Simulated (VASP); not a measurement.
# Zn (P6_3/mmc) in VASP: single point with r2SCAN

Aim: the single point of Zn with r2SCAN.

Everything below comes from runs of VASP 6.6.1. Logs are shortened: lines on timing, memory, paths and dates and some standing lists are left out, and cuts for length are marked.

## Step 1: The cell of the first run

Symmetry: P6_3/mmc, No. 194, hexagonal system. Conventional cell: a = 2.614 Å, b = 2.614 Å, c = 4.873 Å, α = 90.00°, β = 90.00°, γ = 120.00°. Zn (site symmetry -6m2) has 12 Zn at 2.61 to 2.87 Å within 3.4 Å.

## Step 2: Single point, r2SCAN

POSCAR reads:

```
Zn
1.0
    2.6143598000      0.0000000000      0.0000000000
   -1.3071799000      2.2641020000      0.0000000000
    0.0000000000      0.0000000000      4.8731610200
Zn
2
Direct
    0.3333333300      0.6666666700      0.2500000000
    0.6666666700      0.3333333300      0.7500000000
```

INCAR.step1 reads:

```
SYSTEM = Zn
  PREC = Accurate
  ENCUT = 520
  ISMEAR = 0
  SIGMA = 0.1
  LREAL = .FALSE.
  LASPH = .TRUE.
  NELM = 60
  NBANDS = 19
  GGA = PE
  ALGO = Normal
  EDIFF = 1E-4
  LWAVE = .TRUE.
  LCHARG = .FALSE.
```

INCAR.step2 reads:

```
SYSTEM = Zn
  PREC = Accurate
  ENCUT = 520
  EDIFF = 1E-6
  ISMEAR = 0
  SIGMA = 0.1
  LREAL = .FALSE.
  LASPH = .TRUE.
  NELM = 60
  ALGO = Normal
  ISIF = 2
  LWAVE = .FALSE.
  LCHARG = .TRUE.
  METAGGA = R2SCAN
  LMIXTAU = .TRUE.
  LELF = .TRUE.
  LVHAR = .TRUE.
  NBANDS = 19
  ISTART = 1
```

KPOINTS reads:

```
Automatic mesh
0
G
  9 9 4
  0 0 0
```

Potentials or basis: VASP PAW PBE potentials, release 64 (Zn).

Started as:

```console
$ cat potpaw_PBE.64/Zn/POTCAR > POTCAR
$ cp INCAR.step1 INCAR
$ mpirun -np 1 vasp_std > vasp.out
$ cp INCAR.step2 INCAR
$ mpirun -np 1 vasp_std > vasp.out
```

OUTCAR:

```text
SYSTEM = Zn
   PREC = Accurate
   ENCUT = 520
   EDIFF = 1E-6
   ISMEAR = 0
   LREAL = .FALSE.
   LASPH = .TRUE.
   NELM = 60
   ISIF = 2
   METAGGA = R2SCAN
   ISTART = 1

 ion  position               nearest neighbor table
   1  0.333  0.667  0.250-   2 2.87   2 2.87   2 2.87   2 2.87   2 2.87   2 2.87
   2  0.667  0.333  0.750-   1 2.87   1 2.87   1 2.87   1 2.87   1 2.87   1 2.87

  LATTYP: Found a hexagonal cell.
 ALAT       =     2.6143598000
 C/A-ratio  =     1.8639978399

  Lattice vectors:

 A1 = (   2.6143598000,   0.0000000000,   0.0000000000)
 A2 = (  -1.3071799000,   2.2641020000,   0.0000000000)
 A3 = (   0.0000000000,   0.0000000000,   4.8731610200)

Analysis of symmetry for initial positions (statically):
=====================================================================
 Subroutine PRICEL returns:
 Original cell was already a primitive cell.

 Routine SETGRP: Setting up the symmetry group for a
 hexagonal supercell.

 Subroutine GETGRP returns: Found 24 space group operations
 (whereof 12 operations were pure point group operations)
 out of a pool of 24 trial point group operations.

The static configuration has the point symmetry D_3d.
 The point group associated with its full space group is D_6h.

Analysis of symmetry for dynamics (positions and initial velocities):
=====================================================================
 Subroutine PRICEL returns:
 Original cell was already a primitive cell.

 Routine SETGRP: Setting up the symmetry group for a
 hexagonal supercell.

 Subroutine GETGRP returns: Found 24 space group operations
 (whereof 12 operations were pure point group operations)
 out of a pool of 24 trial point group operations.

The dynamic configuration has the point symmetry D_3d.
 The point group associated with its full space group is D_6h.

 Subroutine INISYM returns: Found 24 space group operations
 (whereof 12 operations are pure point group operations),
 and found     1 'primitive' translations

----------------------------------------------------------------------------------------

                                     Primitive cell

  volume of cell :      28.8451

  direct lattice vectors                    reciprocal lattice vectors
     2.614359800  0.000000000  0.000000000     0.382502822  0.220838107  0.000000000
    -1.307179900  2.264102000  0.000000000     0.000000000  0.441676214  0.000000000
     0.000000000  0.000000000  4.873161020     0.000000000  0.000000000  0.205205614

  length of vectors
     2.614359800  2.614359799  4.873161020     0.441676214  0.441676214  0.205205614

  position of ions in fractional coordinates (direct lattice)
     0.333333330  0.666666670  0.250000000
     0.666666670  0.333333330  0.750000000

  ion indices of the primitive-cell ions
   primitive index   ion index
                 1           1
                 2           2

----------------------------------------------------------------------------------------

 KPOINTS: Automatic mesh

Automatic generation of k-mesh.
 Grid dimensions read from file:
 generate k-points for:    9    9    4

 Generating k-lattice:

  Cartesian coordinates                     Fractional coordinates (reciprocal lattice)
     0.042500314  0.024537567  0.000000000     0.111111111  0.000000000  0.000000000
     0.000000000  0.049075135  0.000000000     0.000000000  0.111111111  0.000000000
     0.000000000  0.000000000  0.051301404     0.000000000  0.000000000  0.250000000

  Length of vectors
     0.049075135  0.049075135  0.051301404

  Shift w.r.t. Gamma in fractional coordinates (k-lattice)
     0.000000000  0.000000000  0.000000000

 Subroutine IBZKPT returns following result:
 ===========================================

 Found     36 irreducible k-points:

 Following reciprocal coordinates:
            Coordinates               Weight
  0.000000  0.000000  0.000000      1.000000
  0.111111 -0.000000  0.000000      6.000000
  0.222222 -0.000000  0.000000      6.000000
  0.333333 -0.000000  0.000000      6.000000
  0.444444 -0.000000  0.000000      6.000000
  0.111111  0.111111  0.000000      6.000000
[... 16 lines left out ...]
  0.333333  0.222222  0.250000     24.000000
  0.333333  0.333333  0.250000      4.000000
 [... further k-points ...]
   k-points           NKPTS =     36   k-points in BZ     NKDIM =     36   number of bands    NBANDS=     19
   number of dos      NEDOS =    301   number of ions     NIONS =      2
   total plane-waves  NPLWV =  14400
   dimension x,y,z NGX =    20 NGY =   20 NGZ =   36
   dimension x,y,z NGXF=    40 NGYF=   40 NGZF=   72
   ions per type =               2
   NGX,Y,Z   is equivalent  to a cutoff of  12.72, 12.72, 12.28 a.u.
   NGXF,Y,Z  is equivalent  to a cutoff of  25.44, 25.44, 24.56 a.u.
 SYSTEM =  Zn
   PREC   = accura    normal or accurate (medium, high low for compatibility)
   ISTART =      1    job   : 0-new  1-cont  2-samecut
   ICHARG =      0    charge: 1-file 2-atom 10-const
   ISPIN  =      1    spin polarized calculation?
   LNONCOLLINEAR =      F non collinear calculations
   LSORBIT =      F    spin-orbit coupling
   LASPH  =      T    aspherical Exc in radial PAW
   ENCUT  =  520.0 eV  38.22 Ry    6.18 a.u.   4.86  4.86  9.06*2*pi/ulx,y,z
   NELM   =     60;   NELMIN=  2; NELMDL=  0     # of ELM steps
   EDIFF  = 0.1E-05   stopping-criterion for ELM
   LREAL  =      F    real-space projection
   EDIFFG = 0.1E-04   stopping-criterion for IOM
   NSW    =      0    number of steps for IOM
   IBRION =     -1    ionic relax: 0-MD 1-quasi-New 2-CG
   NFREE  =      0    steps in history (QN), initial steepest desc. (CG)
   ISIF   =      2    stress and relaxation
   ISYM   =      2    0-nonsym 1-usesym 2-fastsym
   POTIM  = 0.5000    time-step for ionic-motion
   TEBEG  =    0.0;   TEEND  =   0.0 temperature during run
   PSTRESS=    0.0 pullay stress
   NELECT =      24.0000    total number of electrons
   NUPDOWN=      -1.0000    fix difference up-down
   EMIN   =  10.00;   EMAX   =-10.00  energy-range for DOS
   EFERMI =   0.00;   METHOD = LEGACY
   ISMEAR =     0;   SIGMA  =   0.10  broadening in eV -4-tet -1-fermi 0-gaus
   EFERMI_NEDOS =   21; number of points for ismear=-14 and -15
   IALGO  =     38    algorithm
   IMIX   =      4    mixing-type and parameters
     AMIX     =   0.40;   BMIX     =  1.00
     AMIX_MAG =   1.60;   BMIX_MAG =  1.00
  volume/ion in A,a.u.               =      14.42        97.33
  Fermi-wavevector in a.u.,A,eV,Ry     =   1.539765  2.909735 32.257744  2.370877
  Thomas-Fermi vector in A             =   2.645947
   LORBIT       =      0    0 simple, 1 ext, 2 COOP (PROOUT), +10 PAW based schemes
   METAGGA = R2SCAN    functional components
   LHFCALC =     F    Hartree Fock is set to
   AEXX    =    0.0000 exact exchange contribution
   IVDW    =     0    specifies the selected vdW correction
   LEPSILON=     F    determine dielectric tensor
   LRPA    =     F    only Hartree local field effects (RPA)
 non-spin polarized calculation
 Gauss-broadening in eV      SIGMA  =   0.10
  energy-cutoff  :      520.00
  volume of cell :       28.85
 maximum number of plane-waves:       792
 NGX is ok and might be reduce to    20
   NGX =  9   NGY =  9   NGZ = 19

 number of electron      24.0000032 magnetization

 Free energy of the ion-electron system (eV)
  ---------------------------------------------------
  ext. energy  EPLUGINS =         0.00000000
  ---------------------------------------------------
  free energy    TOTEN  =       -17.75514311 eV

  energy without entropy =      -17.75019953  energy(sigma->0) =      -17.75267132

 E-fermi :   3.6387     XC(G=0): -12.9566

 val. band max:        3.4978886370   @ k =   0.3333   0.3333   0.0000
 cond. band min:       3.6561857030   @ k =   0.3333   0.1111   0.0000
 fundamental gap:      0.1582970661
 Fermi energy:         3.6387383700

 k-point     1 :       0.0000    0.0000    0.0000
  band No.  band energies     occupation
      1      -7.9473      2.00000
      2      -5.8747      2.00000
      3      -5.0466      2.00000
      4      -4.7775      2.00000
      5      -4.7773      2.00000
      6      -4.7215      2.00000
[... 11 lines left out ...]
     18      24.0852      0.00000
     19      24.2115      0.00000

 k-point     2 :       0.1111   -0.0000    0.0000
  band No.  band energies     occupation
      1      -7.5510      2.00000
      2      -5.7039      2.00000
      3      -5.0107      2.00000
      4      -4.8143      2.00000
      5      -4.7585      2.00000
      6      -4.6827      2.00000
[... 11 lines left out ...]
     18      22.2355      0.00000
     19      24.3342      0.00000

 k-point     3 :       0.2222   -0.0000    0.0000
  band No.  band energies     occupation
      1      -6.4610      2.00000
      2      -5.4200      2.00000
      3      -4.9524      2.00000
      4      -4.8704      2.00000
      5      -4.8478      2.00000
      6      -4.6247      2.00000
[... 11 lines left out ...]
     18      20.3254      0.00000
     19      20.4245      0.00000

 k-point     4 :       0.3333   -0.0000    0.0000
  band No.  band energies     occupation
      1      -5.6144      2.00000
      2      -5.4602      2.00000
      3      -5.1724      2.00000
      4      -4.7773      2.00000
      5      -4.6895      2.00000
      6      -4.5559      2.00000
[... 11 lines left out ...]
     18      19.3662      0.00000
     19      21.5660      0.00000

 k-point     5 :       0.4444   -0.0000    0.0000
  band No.  band energies     occupation
      1      -5.6187      2.00000
      2      -5.5282      2.00000
      3      -5.3346      2.00000
      4      -4.7972      2.00000
      5      -4.6339      2.00000
      6      -4.6072      2.00000
[... 11 lines left out ...]
     18      18.8854      0.00000
     19      20.5324      0.00000
[... 334 lines left out ...]
      2      -5.4938      2.00000
      3      -5.2131      2.00000
      4      -5.0482      2.00000
      5      -4.6639      2.00000
      6      -4.4147      2.00000
[... 11 lines left out ...]
     18      15.3467      0.00000
     19      21.0159      0.00000

 k-point    22 :       0.2222    0.2222    0.2500
  band No.  band energies     occupation
      1      -5.2386      2.00000
      2      -5.1441      2.00000
      3      -5.1221      2.00000
      4      -4.9994      2.00000
      5      -4.8077      2.00000
      6      -4.6846      2.00000
[... 11 lines left out ...]
     18      16.7821      0.00000
     19      18.9061      0.00000

 k-point    23 :       0.3333    0.2222    0.2500
  band No.  band energies     occupation
      1      -5.2870      2.00000
      2      -5.1972      2.00000
      3      -5.0383      2.00000
      4      -4.9903      2.00000
      5      -4.8333      2.00000
      6      -4.5549      2.00000
[... 11 lines left out ...]
     18      14.4033      0.00000
     19      17.7099      0.00000

 k-point    24 :       0.3333    0.3333    0.2500
  band No.  band energies     occupation
      1      -5.1142      2.00000
      2      -5.0437      2.00000
      3      -5.0436      2.00000
      4      -4.9093      2.00000
      5      -4.7888      2.00000
      6      -4.7888      2.00000
[... 11 lines left out ...]
     18      13.7280      0.00000
     19      14.8863      0.00000

 [... further k-points ...]
[... 5 lines left out ...]
  --------------------------------------------------------------------------------------
  -------------------------------------------------------------------------------------
  Total        0.1017423      0.1017423     -0.1665744      0.0000000     -0.0000000      0.0000000
  in kB        5.6511939      5.6511939     -9.2522390      0.0000000     -0.0000000      0.0000000
  external PRESSURE =       0.6833830 kB  Pullay stress =       0.0000000 kB

 VOLUME and BASIS-vectors are now :
 -----------------------------------------------------------------------------
  energy-cutoff  :      520.00
  volume of cell :       28.85
      direct lattice vectors                 reciprocal lattice vectors
     2.614359800  0.000000000  0.000000000     0.382502822  0.220838107  0.000000000
    -1.307179900  2.264102000  0.000000000     0.000000000  0.441676214  0.000000000
     0.000000000  0.000000000  4.873161020     0.000000000  0.000000000  0.205205614

 POSITION                                       TOTAL-FORCE (eV/Angst)
 -----------------------------------------------------------------------------------
     -0.00000      1.50940      1.21829         0.000000     -0.000000      0.000000
      1.30718      0.75470      3.65487        -0.000000      0.000000      0.000000
 -----------------------------------------------------------------------------------
    total drift:                               -0.000001      0.000000      0.000000

  FREE ENERGIE OF THE ION-ELECTRON SYSTEM (eV)
  ---------------------------------------------------
  free  energy   TOTEN  =       -17.7551431147 eV

  energy  without entropy=      -17.7501995321  energy(sigma->0) =      -17.75267132
```

It took 59 s on 1 thread of Intel Xeon Platinum 8259CL at 2.50GHz (Skylake/Cascade Lake), shared host; peak memory 0.15 GiB.

Results:

```yaml
Free_energy: -17.7551 eV
Pressure: 0.1 GPa
Band_gap_on_the_k_mesh: zero (band 12 reaches 4.30 eV, above the bottom of band 13 at 0.23 eV)
```

Stress tensor (GPa, compression positive):
```
 0.57  0.00  0.00
 0.00  0.57  0.00
 0.00  0.00 -0.93
```

Levels at points of the mesh, in eV from the Fermi level:
```csv
k point,band 8,band 9,band 10,band 11,band 12,band 13,band 14,band 15,band 16,band 17
"(0.00, 0.00, 0.00)",-7.99,-7.99,-7.77,-7.77,-4.38,-3.41,14.47,18.08,18.99,18.99
"(0.00, 0.00, 0.50)",-8.41,-7.86,-7.86,-7.86,-7.86,4.65,4.65,20.45,20.45,20.45
```

Caveat: the PAW data sets were made with another functional, which shifts forces and pressure a little.
